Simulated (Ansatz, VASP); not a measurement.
# Rh in VASP and in Ansatz

The input POSCAR:

```
Rh
1.0
    0.0000000000      1.9029860865      1.9029860865
    1.9029860865      0.0000000000      1.9029860865
    1.9029860865      1.9029860865      0.0000000000
Rh
1
Direct
    0.0000000000      0.0000000000      0.0000000000
```

INCAR.step1

```
  ALGO = Normal
  EDIFF = 1E-5
  ENCUT = 440
  GGA = PE
  GGA_COMPAT = False
  ISMEAR = -1
  LASPH = True
  LCHARG = False
  LREAL = False
  LWAVE = True
  NBANDS = 14
  NELM = 120
  PREC = Accurate
  SIGMA = 0.05
```

File INCAR.step2:

```
  ALGO = Normal
  EDIFF = 1E-8
  ENCUT = 440
  GGA_COMPAT = False
  ISIF = 2
  ISMEAR = -1
  ISTART = 1
  LASPH = True
  LCHARG = False
  LEFG = True
  LMIXTAU = True
  LREAL = False
  LWAVE = False
  METAGGA = R2SCAN
  NBANDS = 14
  NELM = 120
  PREC = Accurate
  SIGMA = 0.05
```

Contents of KPOINTS:

```
k-points
0
Gamma
  18 18 18
```

Input for Ansatz:

```yaml
crystal:
  lattice:
    - [0.0, 1.9029860865, 1.9029860865]
    - [1.9029860865, 0.0, 1.9029860865]
    - [1.9029860865, 1.9029860865, 0.0]
  atoms:
    - { symbol: Rh, position: [0.0, 0.0, 0.0] }
kpoints:
  mp_grid: { grid: [18, 18, 18] }
  band_path:
    path:
      - [0.0, 0.0, 0.0]
      - [0.5, 0.0, 0.5]
      - [0.625, 0.25, 0.625]
      - [0.375, 0.375, 0.75]
      - [0.0, 0.0, 0.0]
      - [0.5, 0.5, 0.5]
      - [0.5, 0.25, 0.75]
      - [0.5, 0.0, 0.5]
    npoints: 5
scf:
  occupations: { method: fermi_dirac, width: 0.05 }
hamiltonian:
  xc: r2scan
  pseudopotentials: { kind: paw }
output:
  forces: true
  stress: true
  eigenvalues: true
  efg: { contact_densities: true }
```

Alike in both runs: task electric field gradients; functional r2SCAN; k mesh 18 × 18 × 18; occupations fermi-dirac, width 0.05 eV; no spin polarisation.

|  | VASP | Ansatz |
| --- | --- | --- |
| version | VASP 6.6.1 | Ansatz 0.2.0 |
| potentials or method | VASP PAW PBE potentials, release 64 (Rh_pv) | PAW with Ansatz's default frozen-core files, scalar-relativistic |
| plane-wave cutoff (eV) | 440 | 500 |
| valence electrons in the cell | 15 | 17 |

```csv
,VASP,Ansatz,Ansatz less VASP
pressure (GPa),-0.4,-1.3,-0.91
```

VASP's potentials were made for PBE, not for r2SCAN. VASP's potentials hold 15 valence electrons a cell and Ansatz's 17, so a difference there can come from the potentials and not from the codes.
